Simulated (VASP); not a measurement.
Input of a VASP 6.6.1 run:

INCAR

```
  PREC = Accurate
  ENCUT = 520
  EDIFF = 1E-6
  ISMEAR = 0
  SIGMA = 0.1
  LREAL = False
  LASPH = True
  NELM = 100
  ALGO = Normal
  ISIF = 2
  LWAVE = False
  LCHARG = False
  LDIPOL = True
  IDIPOL = 3
  DIPOL = 0.5 0.5 0.500
  GGA = PS
  NBANDS = 13
```

The input KPOINTS:

```
regular mesh
0
Gamma
  12 12 1
```

The input POSCAR:

```
Mg
1.0
    3.1881999953      0.0000000000      0.0000000000
   -1.5940999977      2.7610621883      0.0000000000
    0.0000000000      0.0000000000     25.2169317571
Mg
5
Direct
    0.3333333333      0.6666666667      0.2974192131
    0.6666666667      0.3333333333      0.3987096066
    0.3333333333      0.6666666667      0.5000000000
    0.6666666667      0.3333333333      0.6012903934
    0.3333333333      0.6666666667      0.7025807869
```

Potentials or basis: VASP PAW PBE potentials, release 64 (Mg).

The run is started by

```console
$ cat potpaw_PBE.64/Mg/POTCAR > POTCAR
$ mpirun -np 1 vasp_std > vasp.out
```

Problem. What does it give for the band gap on the k mesh?

Solution. Zero (band 5 reaches 0.25 eV, above the bottom of band 6 at -1.54 eV).

Problem. Predict the largest force.

Solution. 0.094 eV/Å.

Forces on the atoms (eV/Å):
```
Mg   0.000  0.000 -0.094
Mg   0.000  0.000  0.062
Mg   0.000  0.000  0.000
Mg   0.000  0.000 -0.062
Mg   0.000  0.000  0.094
```

Caveat: the PAW data sets were made with another functional, which shifts forces and pressure a little.
